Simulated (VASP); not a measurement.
## Te: single point with LDA

The system is Te.

```
Te
1.0
     2.30590    1.33131    1.69095
    -2.30590    1.33131    1.69095
     0.00000   -2.66263    1.69095
Te
1
Direct
  0.50000 0.50000 0.50000
```

```json
{"Program": "VASP 6.6.1", "Task": "single point", "Functional": "LDA", "Potentials or basis": "VASP PAW LDA potentials, release 64 (Te)", "Cutoff": "500 eV", "k mesh": "9 × 9 × 9", "Occupations": "fermi-dirac, width 0.025 eV", "Spin": "no spin polarisation"}
```

The pressure is -1.0 GPa and the band gap on the k mesh is zero (bands 3 and 4 overlap by 4.86 eV).

Stress tensor (GPa, compression positive):
```
-1.10  0.00  0.00
 0.00 -1.10  0.00
 0.00  0.00 -0.85
```

Levels at points of the mesh, in eV from the Fermi level:
```csv
k point,band 1,band 2,band 3,band 4,band 5,band 6,band 7
"(0.00, 0.00, 0.00)",-13.98,0.96,1.42,1.42,6.08,6.08,6.57
```

Run time: 14 s on 1 thread of AMD EPYC 7R43 64-Core Processor (Zen 3) (shared host), peak memory 0.09 GiB.

Caveat: spin-orbit coupling is left out, which moves the levels of the heavy elements.
